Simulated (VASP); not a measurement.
Crystal: NaSiO3.

```
Na Si O
1.0
     3.56125    0.00000    0.00000
     0.00000    3.56125    0.00000
     0.00000    0.00000    3.56125
Na Si O
1 1 3
Direct
  0.00000 0.00000 0.00000
  0.50000 0.50000 0.50000
  0.50000 0.50000 0.00000
  0.50000 0.00000 0.50000
  0.00000 0.50000 0.50000
```

Base run:

* Program: VASP 6.6.1
* Functional: LDA
* Potentials or basis: VASP PAW LDA potentials, release 64 (Na_pv, Si, O)
* Cutoff: 600 eV
* k mesh: 5 × 5 × 5
* Occupations: fermi-dirac, width 0.1 eV
* Spin: no spin polarisation

Its results: band gap on the k mesh zero (an odd number of electrons rules out a gap without spin polarisation); pressure -11.6 GPa.

**Question.** The run is repeated on the same cell with these changes: k mesh from 5 × 5 × 5 to 3 × 3 × 3. What comes out?

**Answer.** Band gap on the k mesh zero (an odd number of electrons rules out a gap without spin polarisation); pressure -10.6 GPa.

Caveats: some runs use coarse meshes; an odd number of electrons without spin polarisation forces a metal; a magnetic or distorted state may lie lower; the cell stands under tension (at least some runs).
